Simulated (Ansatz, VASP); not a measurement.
## Two plane-wave programs on MgO

```
Mg O
1.0
     0.00000    2.28201    2.38515
     2.28201    0.00000    2.38515
     2.28201    2.28201    0.00000
Mg O
1 1
Direct
  0.00000 0.00000 0.00000
  0.25000 0.25000 0.25000
```

Change from the starting cell: uniaxial_z strain +4.5%.

Alike in both runs: task single point; functional HSE06; k mesh 6 × 6 × 6; no spin polarisation.

|  | VASP | Ansatz |
| --- | --- | --- |
| version | VASP 6.6.1 | Ansatz 0.2.0 |
| potentials or method | VASP PAW PBE potentials, release 64 (Mg, O) | plane waves, PAW |
| plane-wave cutoff (eV) | 520 | 420 |
| occupations | gaussian, width 0.01 eV | fixed |
| valence electrons in the cell | 8 | 16 |

```tsv
	VASP	Ansatz	Ansatz less VASP
gap on the k mesh at the Fermi level (eV)	4.92	4.95	+0.029
pressure (GPa)	-5.4	-5.2	+0.14
traceless stress, the component that is largest in VASP (GPa)	-1.78	-1.78	+0.003
```

VASP's potentials hold 8 valence electrons a cell and Ansatz's 16, so a difference there can come from the potentials and not from the codes. Ansatz's warnings: stress exchange threshold loose, stress scf threshold loose.
